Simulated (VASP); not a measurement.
A run of VASP 6.6.1:

Contents of INCAR:

```
PREC = Accurate
ENCUT = 520
EDIFF = 1E-6
ISMEAR = -1
SIGMA = 0.1
LREAL = False
LASPH = True
NELM = 80
ALGO = Normal
ISIF = 2
LWAVE = False
LCHARG = False
GGA = PE
NBANDS = 28
```

Contents of KPOINTS:

```
Automatic mesh
0
Gamma
  7 7 4
```

POSCAR

```
Ca
1.0
    3.9025157910      0.0000000000      0.0000000000
   -1.9512578955      3.3796778136      0.0000000000
    0.0000000000      0.0000000000     12.8383976913
Ca
4
Direct
    0.0000000000      0.0000000000      0.0000000000
    0.0000000000      0.0000000000      0.5000000000
    0.3333333333      0.6666666667      0.2500000000
    0.6666666667      0.3333333333      0.7500000000
```

Potentials or basis: VASP PAW PBE potentials, release 64 (Ca_sv).

The run is started by

```console
$ cat potpaw_PBE.64/Ca_sv/POTCAR > POTCAR
$ mpirun -np 1 vasp_std > vasp.out
```

Hardware: 1 thread of Intel(R) Xeon(R) Platinum 8488C (Sapphire Rapids), on a shared host.

Estimate the wall time of this run.

It took 69 s on 1 thread of Intel(R) Xeon(R) Platinum 8488C (Sapphire Rapids), with other jobs on the host, peak memory 0.31 GiB. Counts: scf iterations 13, k points 24.
